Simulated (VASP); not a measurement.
# Rb (Im-3m) in VASP: notebook

Runs on Rb. Level: BLYP. Tasks: single point.

Program: VASP 6.6.1. These are calculated values, not measurements. Logs are shortened: lines on timing, memory, paths and dates and some standing lists are left out, and cuts for length are marked.

### Step 1. The cell of the first run

The structure is cubic, space group Im-3m (No. 229). Conventional cell: a = 5.979 Å, b = 5.979 Å, c = 5.979 Å, α = 90.00°, β = 90.00°, γ = 90.00°.

### Step 2. Single point, BLYP (volume scaled by 1.12)

Input file INCAR:

```
SYSTEM = Rb
  PREC = Accurate
  ENCUT = 520
  EDIFF = 1E-6
  ISMEAR = -1
  SIGMA = 0.1
  LREAL = .False.
  LASPH = .True.
  NELM = 60
  ALGO = Normal
  ISIF = 2
  LWAVE = .False.
  LCHARG = .True.
  GGA = B5
  ALDAX = 1.0
  AGGAX = 1.0
  AGGAC = 1.0
  ALDAC = 0.0
  LELF = .True.
  LVHAR = .True.
  NBANDS = 10
```

Input file KPOINTS:

```
Automatic mesh
0
Gamma
  13 13 13
  0 0 0
```

Input file POSCAR:

```
Rb
1.0
   -2.9894868810      2.9894868810      2.9894868810
    2.9894868810     -2.9894868810      2.9894868810
    2.9894868810      2.9894868810     -2.9894868810
Rb
1
Direct
    0.0000000000      0.0000000000      0.0000000000
```

Potentials or basis: VASP PAW PBE potentials, release 64 (Rb_sv).

Run with:

```
$ cat potpaw_PBE.64/Rb_sv/POTCAR > POTCAR
$ mpirun -np 1 vasp_std > vasp.out
```

OUTCAR:

```text
SYSTEM = Rb
   PREC = Accurate
   ENCUT = 520
   EDIFF = 1E-6
   ISMEAR = -1
   LREAL = .False.
   LASPH = .True.
   NELM = 60
   ISIF = 2
   GGA = B5

 ion  position               nearest neighbor table
   1  0.000  0.000  0.000-

  LATTYP: Found a body centered cubic cell.
 ALAT       =     5.9789737620

  Lattice vectors:

 A1 = (  -2.9894868810,   2.9894868810,   2.9894868810)
 A2 = (   2.9894868810,  -2.9894868810,   2.9894868810)
 A3 = (   2.9894868810,   2.9894868810,  -2.9894868810)

Analysis of symmetry for initial positions (statically):
=====================================================================
 Subroutine PRICEL returns:
 Original cell was already a primitive cell.

 Routine SETGRP: Setting up the symmetry group for a
 body centered cubic supercell.

 Subroutine GETGRP returns: Found 48 space group operations
 (whereof 48 operations were pure point group operations)
 out of a pool of 48 trial point group operations.

The static configuration has the point symmetry O_h .

Analysis of symmetry for dynamics (positions and initial velocities):
=====================================================================
 Subroutine PRICEL returns:
 Original cell was already a primitive cell.

 Routine SETGRP: Setting up the symmetry group for a
 body centered cubic supercell.

 Subroutine GETGRP returns: Found 48 space group operations
 (whereof 48 operations were pure point group operations)
 out of a pool of 48 trial point group operations.

The dynamic configuration has the point symmetry O_h .

 Subroutine INISYM returns: Found 48 space group operations
 (whereof 48 operations are pure point group operations),
 and found     1 'primitive' translations

----------------------------------------------------------------------------------------

                                     Primitive cell

  volume of cell :     106.8686

  direct lattice vectors                    reciprocal lattice vectors
    -2.989486881  2.989486881  2.989486881     0.000000000  0.167252783  0.167252783
     2.989486881 -2.989486881  2.989486881     0.167252783  0.000000000  0.167252783
     2.989486881  2.989486881 -2.989486881     0.167252783  0.167252783  0.000000000

  length of vectors
     5.177943166  5.177943166  5.177943166     0.236531154  0.236531154  0.236531154

  position of ions in fractional coordinates (direct lattice)
     0.000000000  0.000000000  0.000000000

  ion indices of the primitive-cell ions
   primitive index   ion index
[... 72 lines left out ...]
   NELM   =     60;   NELMIN=  2; NELMDL= -5     # of ELM steps
   EDIFF  = 0.1E-05   stopping-criterion for ELM
   LREAL  =      F    real-space projection
   EDIFFG = 0.1E-04   stopping-criterion for IOM
   NSW    =      0    number of steps for IOM
   IBRION =     -1    ionic relax: 0-MD 1-quasi-New 2-CG
   NFREE  =      0    steps in history (QN), initial steepest desc. (CG)
   ISIF   =      2    stress and relaxation
   ISYM   =      2    0-nonsym 1-usesym 2-fastsym
   POTIM  = 0.5000    time-step for ionic-motion
   TEBEG  =    0.0;   TEEND  =   0.0 temperature during run
   PSTRESS=    0.0 pullay stress
   NELECT =       9.0000    total number of electrons
   NUPDOWN=      -1.0000    fix difference up-down
   EMIN   =  10.00;   EMAX   =-10.00  energy-range for DOS
   EFERMI =   0.00;   METHOD = LEGACY
   ISMEAR =    -1;   SIGMA  =   0.10  broadening in eV -4-tet -1-fermi 0-gaus
   EFERMI_NEDOS =   21; number of points for ismear=-14 and -15
   IALGO  =     38    algorithm
   IMIX   =      4    mixing-type and parameters
     AMIX     =   0.40;   BMIX     =  1.00
     AMIX_MAG =   1.60;   BMIX_MAG =  1.00
  volume/ion in A,a.u.               =     106.87       721.18
  Fermi-wavevector in a.u.,A,eV,Ry     =   0.717583  1.356036  7.005992  0.514926
  Thomas-Fermi vector in A             =   1.806301
   LORBIT       =      0    0 simple, 1 ext, 2 COOP (PROOUT), +10 PAW based schemes
   GGA     = B5    functional components
   LHFCALC =     F    Hartree Fock is set to
   AEXX    =    0.0000 exact exchange contribution
   IVDW    =     0    specifies the selected vdW correction
   LEPSILON=     F    determine dielectric tensor
   LRPA    =     F    only Hartree local field effects (RPA)
 non-spin polarized calculation
  energy-cutoff  :      520.00
  volume of cell :      106.87
 maximum number of plane-waves:      2904
   NGX = 19   NGY = 19   NGZ = 19

 number of electron       9.0000000 magnetization

 Free energy of the ion-electron system (eV)
  ---------------------------------------------------
  ext. energy  EPLUGINS =         0.00000000
  ---------------------------------------------------
  free energy    TOTEN  =        -0.61029036 eV

  energy without entropy =       -0.57779738  energy(sigma->0) =       -0.59404387

 E-fermi :   0.1014     XC(G=0):  -4.6928

 val. band max:        0.0478432463   @ k =  -0.3077   0.4615   0.0769
 cond. band min:       0.1136065169   @ k =  -0.3077   0.3077   0.3077
 fundamental gap:      0.0657632705
 Fermi energy:         0.1014089319

 k-point     1 :       0.0000    0.0000    0.0000
  band No.  band energies     occupation
      1     -28.9966      2.00000
      2     -13.1033      2.00000
      3     -13.1033      2.00000
      4     -13.1033      2.00000
      5      -1.6682      2.00000
      6       3.4022      0.00000
      7       3.4022      0.00000
      8       3.4022      0.00000
      9       4.2628      0.00000
     10       4.2628      0.00000
[... 287 lines left out ...]
 k-point    24 :       0.2308    0.0769    0.0769
  band No.  band energies     occupation
      1     -28.9952      2.00000
      2     -13.1416      2.00000
      3     -13.1154      2.00000
      4     -13.1058      2.00000
      5      -0.6295      1.99866
      6       2.0559      0.00000
      7       2.5029      0.00000
      8       3.9203      0.00000
      9       4.2777      0.00000
     10       4.4238      0.00000

 [... further k-points ...]
[... 5 lines left out ...]
  --------------------------------------------------------------------------------------
  -------------------------------------------------------------------------------------
  Total       -0.1366995     -0.1366995     -0.1366995      0.0000000      0.0000000      0.0000000
  in kB       -2.0494032     -2.0494032     -2.0494032      0.0000000      0.0000000      0.0000000
  external PRESSURE =      -2.0494032 kB  Pullay stress =       0.0000000 kB

 VOLUME and BASIS-vectors are now :
 -----------------------------------------------------------------------------
  energy-cutoff  :      520.00
  volume of cell :      106.87
      direct lattice vectors                 reciprocal lattice vectors
    -2.989486881  2.989486881  2.989486881     0.000000000  0.167252783  0.167252783
     2.989486881 -2.989486881  2.989486881     0.167252783  0.000000000  0.167252783
     2.989486881  2.989486881 -2.989486881     0.167252783  0.167252783  0.000000000

 POSITION                                       TOTAL-FORCE (eV/Angst)
 -----------------------------------------------------------------------------------
      0.00000      0.00000      0.00000         0.000000      0.000000      0.000000
 -----------------------------------------------------------------------------------
    total drift:                               -0.000000      0.000000     -0.000000

  FREE ENERGIE OF THE ION-ELECTRON SYSTEM (eV)
  ---------------------------------------------------
  free  energy   TOTEN  =        -0.6102903637 eV

  energy  without entropy=       -0.5777973850  energy(sigma->0) =       -0.59404387
```

Run time: 44 s. Hardware: 1 thread of Intel Xeon 6975P-C (Granite Rapids), shared host; peak memory 0.27 GiB.

What came out:

```yaml
Free_energy: -0.6103 eV
Pressure: -0.2 GPa
```

Caveat: the cell differs from its parent crystal (volume scaled by 1.12); the PAW data sets were made with another functional, which shifts forces and pressure a little.

### Step 3. Single point, BLYP

This run uses another cell than the first one, of 95.42 Å³/atom, 0.893 times its volume.

Input file INCAR:

```
AGGAC = 1.0
AGGAX = 1.0
ALDAC = 0.0
ALDAX = 1.0
ALGO = Normal
EDIFF = 1E-6
ENCUT = 520
GGA = B5
ISIF = 2
ISMEAR = -1
LASPH = True
LCHARG = False
LREAL = False
LWAVE = False
NBANDS = 10
NELM = 60
PREC = Accurate
SIGMA = 0.1
```

Input file KPOINTS:

```
k-points
0
Gamma
  4 4 4
```

Input file POSCAR:

```
Rb
1.0
   -2.8786619503      2.8786619503      2.8786619503
    2.8786619503     -2.8786619503      2.8786619503
    2.8786619503      2.8786619503     -2.8786619503
Rb
1
Direct
    0.0000000000      0.0000000000      0.0000000000
```

Potentials or basis: VASP PAW PBE potentials, release 64 (Rb_sv).

Run with:

```
$ cat potpaw_PBE.64/Rb_sv/POTCAR > POTCAR
$ mpirun -np 1 vasp_std > vasp.out
```

OUTCAR:

```text
EDIFF = 1E-6
   ENCUT = 520
   GGA = B5
   ISIF = 2
   ISMEAR = -1
   LASPH = True
   LREAL = False
   NELM = 60
   PREC = Accurate

 ion  position               nearest neighbor table
   1  0.000  0.000  0.000-

  LATTYP: Found a body centered cubic cell.
 ALAT       =     5.7573239006

  Lattice vectors:

 A1 = (  -2.8786619503,   2.8786619503,   2.8786619503)
 A2 = (   2.8786619503,  -2.8786619503,   2.8786619503)
 A3 = (   2.8786619503,   2.8786619503,  -2.8786619503)
[... 263 lines left out ...]
      8       3.4864      0.00000
      9       3.4864      0.00000
     10       4.5073      0.00000

------------------------ aborting loop because EDIFF is reached ----------------------------------------

  FORCE on cell =-STRESS in cart. coord.  units (eV):
  Direction    XX          YY          ZZ          XY          YZ          ZX
  --------------------------------------------------------------------------------------
  -------------------------------------------------------------------------------------
  Total        0.0400845      0.0400845      0.0400845      0.0000000     -0.0000000      0.0000000
  in kB        0.6730617      0.6730617      0.6730617      0.0000000     -0.0000000      0.0000000
  external PRESSURE =       0.6730617 kB  Pullay stress =       0.0000000 kB

 VOLUME and BASIS-vectors are now :
 -----------------------------------------------------------------------------
  energy-cutoff  :      520.00
  volume of cell :       95.42
      direct lattice vectors                 reciprocal lattice vectors
    -2.878661950  2.878661950  2.878661950     0.000000000  0.173691808  0.173691808
     2.878661950 -2.878661950  2.878661950     0.173691808  0.000000000  0.173691808
     2.878661950  2.878661950 -2.878661950     0.173691808  0.173691808  0.000000000

 POSITION                                       TOTAL-FORCE (eV/Angst)
 -----------------------------------------------------------------------------------
      0.00000      0.00000      0.00000         0.000000     -0.000000      0.000000
 -----------------------------------------------------------------------------------
    total drift:                                0.000000      0.000000     -0.000000

  FREE ENERGIE OF THE ION-ELECTRON SYSTEM (eV)
  ---------------------------------------------------
  free  energy   TOTEN  =        -0.5837510827 eV

  energy  without entropy=       -0.5244568304  energy(sigma->0) =       -0.55410396
```

OSZICAR:

```text
N       E                     dE             d eps       ncg     rms          rms(c)
DAV:   1     0.473445455630E+02    0.47345E+02   -0.32181E+03   160   0.646E+02
DAV:   2     0.284400814884E+01   -0.44501E+02   -0.43983E+02   174   0.130E+02
DAV:   3    -0.356417876673E+00   -0.32004E+01   -0.31925E+01   214   0.355E+01
DAV:   4    -0.583439455014E+00   -0.22702E+00   -0.22692E+00   228   0.805E+00
DAV:   5    -0.585245354428E+00   -0.18059E-02   -0.18059E-02   208   0.848E-01    0.736E-01
DAV:   6    -0.583819648196E+00    0.14257E-02   -0.29192E-03   228   0.308E-01    0.439E-01
DAV:   7    -0.583517008002E+00    0.30264E-03   -0.35023E-03   208   0.339E-01    0.601E-02
DAV:   8    -0.583667035416E+00   -0.15003E-03   -0.25532E-04   176   0.772E-02    0.185E-02
DAV:   9    -0.583730886317E+00   -0.63851E-04   -0.11515E-04   172   0.416E-02    0.861E-03
DAV:  10    -0.583749159369E+00   -0.18273E-04   -0.62751E-05   166   0.289E-02    0.187E-03
DAV:  11    -0.583750619881E+00   -0.14605E-05   -0.31289E-06   198   0.634E-03    0.662E-04
DAV:  12    -0.583751082738E+00   -0.46286E-06   -0.18795E-06   162   0.419E-03
   1 F= -.58375108E+00 E0= -.55410396E+00  d E =-.592943E-01
```

Wall time 23 s (1 thread of Intel Xeon 8259CL, shared host); peak memory 0.22 GiB.

Results:

* Free energy: -0.5838 eV
* Pressure: 0.1 GPa

Caveat: the k points lie up to 0.39 Å⁻¹ apart; the PAW data sets were made with another functional, which shifts forces and pressure a little.
